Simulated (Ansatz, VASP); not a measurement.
## TiAl in VASP and in Ansatz

The input INCAR:

```
SYSTEM = TiAl
ALGO = Fast
EDIFF = 1E-6
ENCUT = 520
ISIF = 2
ISMEAR = 0
LASPH = .True.
LCHARG = .False.
LREAL = .False.
LWAVE = .False.
NBANDS = 14
NELM = 60
PREC = Accurate
SIGMA = 0.15
```

Contents of KPOINTS:

```
k-points
0
Gamma
  16 16 16
  0 0 0
```

File POSCAR:

```
TiAl
1.0
    3.1882318877     -0.1678016783     -0.1678016783
   -0.1678016783      3.1882318877     -0.1678016783
   -0.1678016783     -0.1678016783      3.1882318877
Ti Al
1 1
Direct
    0.0000000000      0.0000000000      0.0000000000
    0.5000000000      0.5000000000      0.5000000000
```

Input for Ansatz:

```yaml
crystal:
  lattice:
    - [3.1882318877, -0.1678016783, -0.1678016783]
    - [-0.1678016783, 3.1882318877, -0.1678016783]
    - [-0.1678016783, -0.1678016783, 3.1882318877]
  atoms:
    - { symbol: Ti, position: [0.0, 0.0, 0.0] }
    - { symbol: Al, position: [0.5, 0.5, 0.5] }
basis:
  ecutwfc: 420
kpoints:
  mp_grid: { grid: [16, 16, 16] }
hamiltonian:
  xc: lda
scf:
  occupations: { method: gaussian, width: 0.15 }
output:
  forces: true
  stress: true
  eigenvalues: true
```

Alike in both runs: task single point; functional LDA; k mesh 16 × 16 × 16; occupations gaussian, width 0.15 eV; no spin polarisation.

```csv
,VASP,Ansatz
version,VASP 6.6.1,Ansatz 0.2.0
potentials or method,"VASP PAW LDA potentials, release 64 (Ti_sv, Al), cutoff 520 eV","scalar-relativistic, plane waves, PAW"
valence electrons in the cell,15,15
```

VASP gave:

```
gap on the k mesh at the Fermi level (eV)                     : none
pressure (GPa)                                                : -1.9
traceless stress, the component that is largest in VASP (GPa) : 13.13
```

Which values does Ansatz return?

gap on the k mesh at the Fermi level (eV): none; pressure (GPa): -2.0; traceless stress, the component that is largest in VASP (GPa): 13.11.

LDA's correlation is that of Perdew and Zunger in VASP and of Perdew and Wang (1992) in Ansatz. A gap of «none» marks a metal or a gap that the smearing closes.
